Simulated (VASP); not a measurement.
Write the native input for VASP 6.6.1 that does the following.

```yaml
Task: electric field gradients
Functional: LDA
Potentials_or_basis: VASP PAW LDA potentials, release 64 (Mg, S)
Cutoff: 520 eV
k_mesh: 8 × 8 × 8
Occupations: fermi-dirac, width 0.01 eV
Spin: no spin polarisation
Dipole_correction: no
Further_INCAR_settings: ALGO = Normal; EDIFF = 1e-08; NBANDS = 11
```

The structure of MgS lies in POSCAR:

```
MgS
1.0
    0.0000000000      2.6016500000      2.5496170000
    2.6016500000      0.0000000000      2.5496170000
    2.6016500000      2.6016500000      0.0000000000
Mg S
1 1
Direct
    0.0000000000      0.0000000000      0.0000000000
    0.5000000000      0.5000000000      0.5000000000
```

This cell differs from its parent crystal: zz strain of -2 %.

One way to write it, as run:

INCAR

```
ALGO = Normal
EDIFF = 1E-8
ENCUT = 520
ISIF = 2
ISMEAR = -1
LASPH = True
LCHARG = False
LEFG = True
LREAL = False
LWAVE = False
NBANDS = 11
NELM = 80
PREC = Accurate
SIGMA = 0.01
```

KPOINTS

```
k-points
0
Gamma
  8 8 8
```

Potentials or basis: VASP PAW LDA potentials, release 64 (Mg, S).

Run with:

```bash
$ cat potpaw_LDA.64/Mg/POTCAR potpaw_LDA.64/S/POTCAR > POTCAR
$ mpirun -np 1 vasp_std > vasp.out
```

It gave:

The pressure is -2.3 GPa. The band gap on the k mesh is 2.50 eV, indirect (least direct gap 3.62 eV).

Caveat: the cell differs from its parent crystal (zz strain of -2 %); without QUAD_EFG the Cq values of the log hold for a quadrupole moment of 1 mb, not for the nuclei.

It took 50 s on 1 thread of AMD EPYC 7R13 (shared host), peak memory 0.12 GiB.
